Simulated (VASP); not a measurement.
# ReTe3 (Cmmm) in VASP: single point with PBE

Aim: the single point of ReTe3 with PBE.

Everything below comes from runs of VASP 6.6.1. Logs are shortened: lines on timing, memory, paths and dates and some standing lists are left out, and cuts for length are marked.

**1. The cell of the first run**

Symmetry: Cmmm, No. 65, orthorhombic system. Conventional cell: a = 6.844 Å, b = 9.324 Å, c = 3.362 Å, α = 90.00°, β = 90.00°, γ = 90.00°. Re (site symmetry mmm) has 10 Te at 3.34 to 3.42 Å and 2 Re at 3.36 Å within 4.4 Å. Within 4.4 Å of Te (site symmetry mmm) lie 10 Te at 3.34 to 3.36 Å and 2 Re at 3.42 Å. Within 4.4 Å of Te (site symmetry 2/m) lie 4 Re at 3.34 Å and 8 Te at 3.34 to 3.42 Å.

**2. Single point, PBE**

Input file INCAR:

```
PREC = Accurate
ENCUT = 520
EDIFF = 1E-7
ISMEAR = 0
SIGMA = 0.1
LREAL = F
LASPH = T
NELM = 60
ALGO = Normal
ISIF = 2
LWAVE = F
LCHARG = F
GGA = PE
NBANDS = 20
```

Input file KPOINTS:

```
regular mesh
0
Gamma
  4 4 6
```

Input file POSCAR:

```
ReTe3
1.0
    3.4222347100     -4.6618642000      0.0000000000
    3.4222347100      4.6618642000      0.0000000000
    0.0000000000      0.0000000000      3.3617122400
Re Te
1 3
Direct
    0.0000000000      0.0000000000      0.0000000000
    0.5000000000      0.5000000000      0.0000000000
    0.0000000000      0.5000000000      0.5000000000
    0.5000000000      0.0000000000      0.5000000000
```

Potentials or basis: VASP PAW PBE potentials, release 64 (Re, Te).

The run is started by

```console
$ cat potpaw_PBE.64/Re/POTCAR potpaw_PBE.64/Te/POTCAR > POTCAR
$ mpirun -np 1 vasp_std > vasp.out
```

OUTCAR:

```text
PREC = Accurate
   ENCUT = 520
   EDIFF = 1E-7
   ISMEAR = 0
   LREAL = F
   LASPH = T
   NELM = 60
   ISIF = 2
   GGA = PE

 ion  position               nearest neighbor table
   1  0.000  0.000  0.000-   3 3.34   4 3.34   3 3.34   4 3.34   3 3.34   3 3.34   4 3.34   4 3.34
                             2 3.42   2 3.42
   2  0.500  0.500  0.000-   3 3.34   4 3.34   3 3.34   4 3.34   4 3.34   4 3.34   3 3.34   3 3.34
                             1 3.42   1 3.42
   3  0.000  0.500  0.500-   1 3.34   2 3.34   1 3.34   2 3.34   1 3.34   1 3.34   2 3.34   2 3.34
                             4 3.42   4 3.42
   4  0.500  0.000  0.500-   1 3.34   2 3.34   1 3.34   2 3.34   2 3.34   2 3.34   1 3.34   1 3.34
                             3 3.42   3 3.42

  LATTYP: Found a base centered orthorhombic cell.
 ALAT       =     6.8444694200
 B/A-ratio  =     1.3622280746
 C/A-ratio  =     0.4911574636

  Lattice vectors:

 A1 = (   3.4222347100,  -4.6618642000,   0.0000000000)
 A2 = (   3.4222347100,   4.6618642000,   0.0000000000)
 A3 = (   0.0000000000,   0.0000000000,   3.3617122400)

Analysis of symmetry for initial positions (statically):
=====================================================================
 Subroutine PRICEL returns:
 Original cell was already a primitive cell.

 Routine SETGRP: Setting up the symmetry group for a
 base centered orthorhombic supercell.

 Subroutine GETGRP returns: Found  8 space group operations
 (whereof  8 operations were pure point group operations)
 out of a pool of  8 trial point group operations.

The static configuration has the point symmetry D_2h.

Analysis of symmetry for dynamics (positions and initial velocities):
=====================================================================
 Subroutine PRICEL returns:
 Original cell was already a primitive cell.

 Routine SETGRP: Setting up the symmetry group for a
 base centered orthorhombic supercell.

 Subroutine GETGRP returns: Found  8 space group operations
 (whereof  8 operations were pure point group operations)
 out of a pool of  8 trial point group operations.

The dynamic configuration has the point symmetry D_2h.

 Subroutine INISYM returns: Found  8 space group operations
 (whereof  8 operations are pure point group operations),
 and found     1 'primitive' translations

----------------------------------------------------------------------------------------

                                     Primitive cell

  volume of cell :     107.2655

  direct lattice vectors                    reciprocal lattice vectors
     3.422234710 -4.661864200  0.000000000     0.146103363 -0.107253231  0.000000000
     3.422234710  4.661864200  0.000000000     0.146103363  0.107253231  0.000000000
     0.000000000  0.000000000  3.361712240     0.000000000  0.000000000  0.297467460

  length of vectors
     5.783136539  5.783136539  3.361712240     0.181244168  0.181244168  0.297467460

  position of ions in fractional coordinates (direct lattice)
     0.000000000  0.000000000  0.000000000
     0.500000000  0.500000000  0.000000000
     0.000000000  0.500000000  0.500000000
     0.500000000  0.000000000  0.500000000

  ion indices of the primitive-cell ions
   primitive index   ion index
                 1           1
                 2           2
                 3           3
                 4           4

----------------------------------------------------------------------------------------

 KPOINTS: regular mesh

Automatic generation of k-mesh.
 Grid dimensions read from file:
 generate k-points for:    4    4    6

 Generating k-lattice:

  Cartesian coordinates                     Fractional coordinates (reciprocal lattice)
     0.036525841 -0.026813308  0.000000000     0.250000000  0.000000000  0.000000000
     0.036525841  0.026813308  0.000000000     0.000000000  0.250000000  0.000000000
     0.000000000  0.000000000  0.049577910     0.000000000  0.000000000  0.166666667

  Length of vectors
     0.045311042  0.045311042  0.049577910

  Shift w.r.t. Gamma in fractional coordinates (k-lattice)
     0.000000000  0.000000000  0.000000000

 Subroutine IBZKPT returns following result:
 ===========================================

 Found     28 irreducible k-points:

 Following reciprocal coordinates:
            Coordinates               Weight
  0.000000  0.000000  0.000000      1.000000
  0.250000  0.000000  0.000000      4.000000
  0.500000  0.000000  0.000000      2.000000
  0.250000  0.250000  0.000000      2.000000
  0.500000  0.250000  0.000000      4.000000
 -0.250000  0.250000  0.000000      2.000000
[... 16 lines left out ...]
  0.250000  0.000000  0.500000      4.000000
  0.500000  0.000000  0.500000      2.000000
 [... further k-points ...]
   k-points           NKPTS =     28   k-points in BZ     NKDIM =     28   number of bands    NBANDS=     20
   number of dos      NEDOS =    301   number of ions     NIONS =      4
   total plane-waves  NPLWV =  64512
   dimension x,y,z NGX =    48 NGY =   48 NGZ =   28
   dimension x,y,z NGXF=    96 NGYF=   96 NGZF=   56
   ions per type =               1   3
   NGX,Y,Z   is equivalent  to a cutoff of  13.80, 13.80, 13.85 a.u.
   NGXF,Y,Z  is equivalent  to a cutoff of  27.60, 27.60, 27.69 a.u.
 SYSTEM =  unknown system
   PREC   = accura    normal or accurate (medium, high low for compatibility)
   ISTART =      0    job   : 0-new  1-cont  2-samecut
   ICHARG =      2    charge: 1-file 2-atom 10-const
   ISPIN  =      1    spin polarized calculation?
   LNONCOLLINEAR =      F non collinear calculations
   LSORBIT =      F    spin-orbit coupling
   LASPH  =      T    aspherical Exc in radial PAW
   ENCUT  =  520.0 eV  38.22 Ry    6.18 a.u.  10.75 10.75  6.25*2*pi/ulx,y,z
   NELM   =     60;   NELMIN=  2; NELMDL= -5     # of ELM steps
   EDIFF  = 0.1E-06   stopping-criterion for ELM
   LREAL  =      F    real-space projection
   EDIFFG = 0.1E-05   stopping-criterion for IOM
   NSW    =      0    number of steps for IOM
   IBRION =     -1    ionic relax: 0-MD 1-quasi-New 2-CG
   NFREE  =      0    steps in history (QN), initial steepest desc. (CG)
   ISIF   =      2    stress and relaxation
   ISYM   =      2    0-nonsym 1-usesym 2-fastsym
   POTIM  = 0.5000    time-step for ionic-motion
   TEBEG  =    0.0;   TEEND  =   0.0 temperature during run
   PSTRESS=    0.0 pullay stress
   NELECT =      25.0000    total number of electrons
   NUPDOWN=      -1.0000    fix difference up-down
   EMIN   =  10.00;   EMAX   =-10.00  energy-range for DOS
   EFERMI =   0.00;   METHOD = LEGACY
   ISMEAR =     0;   SIGMA  =   0.10  broadening in eV -4-tet -1-fermi 0-gaus
   EFERMI_NEDOS =   21; number of points for ismear=-14 and -15
   IALGO  =     38    algorithm
   IMIX   =      4    mixing-type and parameters
     AMIX     =   0.40;   BMIX     =  1.00
     AMIX_MAG =   1.60;   BMIX_MAG =  1.00
  volume/ion in A,a.u.               =      26.82       180.97
  Fermi-wavevector in a.u.,A,eV,Ry     =   1.007476  1.903854 13.810030  1.015009
  Thomas-Fermi vector in A             =   2.140284
   LORBIT       =      0    0 simple, 1 ext, 2 COOP (PROOUT), +10 PAW based schemes
   GGA     = PE    functional components
   LHFCALC =     F    Hartree Fock is set to
   AEXX    =    0.0000 exact exchange contribution
   IVDW    =     0    specifies the selected vdW correction
   LEPSILON=     F    determine dielectric tensor
   LRPA    =     F    only Hartree local field effects (RPA)
 non-spin polarized calculation
 Gauss-broadening in eV      SIGMA  =   0.10
  energy-cutoff  :      520.00
  volume of cell :      107.27
 maximum number of plane-waves:      2909
 NGX is ok and might be reduce to    48
   NGX = 21   NGY = 21   NGZ = 13

 number of electron      25.0000002 magnetization

 Free energy of the ion-electron system (eV)
  ---------------------------------------------------
  ext. energy  EPLUGINS =         0.00000000
  ---------------------------------------------------
  free energy    TOTEN  =       -16.51484572 eV

  energy without entropy =      -16.47290730  energy(sigma->0) =      -16.49387651

 E-fermi :   7.1924     XC(G=0): -10.4154

 val. band max:        7.1862473767   @ k =   0.2500   0.2500   0.1667
 cond. band min:       7.1988863842   @ k =   0.5000   0.0000   0.1667
 fundamental gap:      0.0126390075
 Fermi energy:         7.1923596595

 k-point     1 :       0.0000    0.0000    0.0000
  band No.  band energies     occupation
      1      -6.5998      2.00000
      2      -4.1236      2.00000
      3      -3.1582      2.00000
      4       0.9624      2.00000
      5       1.8127      2.00000
      6       3.1030      2.00000
[... 12 lines left out ...]
     19      12.2374      0.00000
     20      13.1529      0.00000

 k-point     2 :       0.2500    0.0000    0.0000
  band No.  band energies     occupation
      1      -6.3712      2.00000
      2      -4.4941      2.00000
      3      -3.3809      2.00000
      4       1.3963      2.00000
      5       2.1467      2.00000
      6       3.1238      2.00000
[... 12 lines left out ...]
     19      12.3280      0.00000
     20      13.5619      0.00000

 k-point     3 :       0.5000    0.0000    0.0000
  band No.  band energies     occupation
      1      -5.9770      2.00000
      2      -5.0880      2.00000
      3      -3.4622      2.00000
      4       1.2590      2.00000
      5       2.9554      2.00000
      6       3.9702      2.00000
[... 12 lines left out ...]
     19      10.7561      0.00000
     20      12.4383      0.00000

 k-point     4 :       0.2500    0.2500    0.0000
  band No.  band energies     occupation
      1      -6.0342      2.00000
      2      -4.9029      2.00000
      3      -3.6718      2.00000
      4       2.0322      2.00000
      5       2.7139      2.00000
      6       3.2786      2.00000
[... 429 lines left out ...]
 k-point    23 :       0.2500    0.0000    0.5000
  band No.  band energies     occupation
      1      -4.0284      2.00000
      2      -3.6361      2.00000
      3      -2.9558      2.00000
      4       1.7728      2.00000
      5       2.4709      2.00000
      6       2.7533      2.00000
[... 12 lines left out ...]
     19      10.8381      0.00000
     20      11.2528      0.00000

 k-point    24 :       0.5000    0.0000    0.5000
  band No.  band energies     occupation
      1      -3.6241      2.00000
      2      -3.5550      2.00000
      3      -3.4696      2.00000
      4       1.2830      2.00000
      5       2.0877      2.00000
      6       2.9569      2.00000
[... 12 lines left out ...]
     19      10.3909      0.00000
     20      11.6247      0.00000

 [... further k-points ...]

------------------------ aborting loop because EDIFF is reached ----------------------------------------

  FORCE on cell =-STRESS in cart. coord.  units (eV):
  Direction    XX          YY          ZZ          XY          YZ          ZX
  --------------------------------------------------------------------------------------
  -------------------------------------------------------------------------------------
  Total       -6.6999480     -8.3498901     -4.0831600      0.0000000      0.0000000      0.0000000
  in kB     -100.0741875   -124.7186499    -60.9883723      0.0000000      0.0000000      0.0000000
  external PRESSURE =     -95.2604032 kB  Pullay stress =       0.0000000 kB

 VOLUME and BASIS-vectors are now :
 -----------------------------------------------------------------------------
  energy-cutoff  :      520.00
  volume of cell :      107.27
      direct lattice vectors                 reciprocal lattice vectors
     3.422234710 -4.661864200  0.000000000     0.146103363 -0.107253231  0.000000000
     3.422234710  4.661864200  0.000000000     0.146103363  0.107253231  0.000000000
     0.000000000  0.000000000  3.361712240     0.000000000  0.000000000  0.297467460

 POSITION                                       TOTAL-FORCE (eV/Angst)
 -----------------------------------------------------------------------------------
      0.00000      0.00000      0.00000        -0.000000      0.000000      0.000000
      3.42223      0.00000      0.00000         0.000000     -0.000000      0.000000
      1.71112      2.33093      1.68086        -0.000000     -0.000000      0.000000
      1.71112     -2.33093      1.68086        -0.000000     -0.000000      0.000000
 -----------------------------------------------------------------------------------
    total drift:                                0.000000      0.000000     -0.000000

  FREE ENERGIE OF THE ION-ELECTRON SYSTEM (eV)
  ---------------------------------------------------
  free  energy   TOTEN  =       -16.5148457183 eV

  energy  without entropy=      -16.4729072993  energy(sigma->0) =      -16.49387651
```

It took 89 s on 1 thread of AMD EPYC 9R45 (Zen 5), shared host; peak memory 0.23 GiB.

Results:

| Item | Value |
| --- | --- |
| Free energy | -16.5148 eV |
| Pressure | -9.5 GPa |

Caveat: spin-orbit coupling is left out, which moves the levels of the heavy elements.
